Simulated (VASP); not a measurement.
The system is Au.

```
CELL_PARAMETERS angstrom
0.00000 2.03500 2.03500
2.03500 0.00000 2.03500
2.03500 2.03500 0.00000
ATOMIC_POSITIONS crystal
Au 0.00000 0.00000 0.00000
```

* Program: VASP 6.6.1
* Task: relaxation of cell and atoms
* Functional: PBE
* Dispersion: D4
* Potentials or basis: VASP PAW PBE potentials, release 64 (Au)
* Cutoff: 600 eV
* k mesh: 11 × 11 × 11
* Occupations: fermi-dirac, width 0.05 eV
* Spin: no spin polarisation

At the start: pressure 4.5 GPa; volume 16.85 Å³/atom.

Question: How do energy, volume and symmetry change on relaxing?

Answer: Over 3 steps the energy falls by 6.0 meV/atom and the volume is 17.30 Å³/atom (+2.6 %); space group Fm-3m (No. 225, to 0.05 Å).

Step by step:
```
step  energy change (eV)  largest force (eV/Å)  pressure (GPa)  volume (Å³)
   1              0.0000                0.0000            4.53        16.85
   2              0.0092                0.0000           -6.17        18.05
   3             -0.0060                0.0000           -0.04        17.30
```

Final structure:
```yaml
crystal:
  lattice:
    - [0.00000, 2.05269, 2.05269]
    - [2.05269, 0.00000, 2.05269]
    - [2.05269, 2.05269, 0.00000]
  atoms:
    - { symbol: Au, position: [0.00000, 0.00000, 0.00000] }
```

Caveat: pairwise dispersion overbinds metals, which lowers pressure and volume.
